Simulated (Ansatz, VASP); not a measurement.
# One calculation of Si, two programs

```xyz
6
Lattice="-3.3361 3.3361 3.3361 3.3361 -3.3361 3.3361 3.3361 3.3361 -3.3361" Properties=species:S:1:pos:R:3 pbc="T T T"
Si    0.0000    3.3361    1.6680
Si    0.0000    1.6680    3.3361
Si    3.3361    0.0000    1.6680
Si    3.3361    1.6680    0.0000
Si    1.6680    0.0000    3.3361
Si    1.6680    3.3361    0.0000
```

Alike in both runs: task relaxation of cell and atoms; functional PBEsol; k mesh 5 × 5 × 5; no spin polarisation.

```csv
,VASP,Ansatz
version,VASP 6.6.1,Ansatz 0.2.0
potentials or method,"VASP PAW PBE potentials, release 64 (Si), cutoff 500 eV","plane waves, PAW"
occupations,"fermi-dirac, width 0.1 eV",fermi-dirac
valence electrons in the cell,24,24
```

VASP gave:

```
relaxed volume (Å³/atom)                                     : 24.99
relaxed cell length with the largest relative difference (Å) : 5.797
```

Problem. Estimate Ansatz's values.

Solution. Relaxed volume (Å³/atom): 24.96; relaxed cell length with the largest relative difference (Å): 5.795.

VASP's potentials were made for PBE, not for PBEsol.
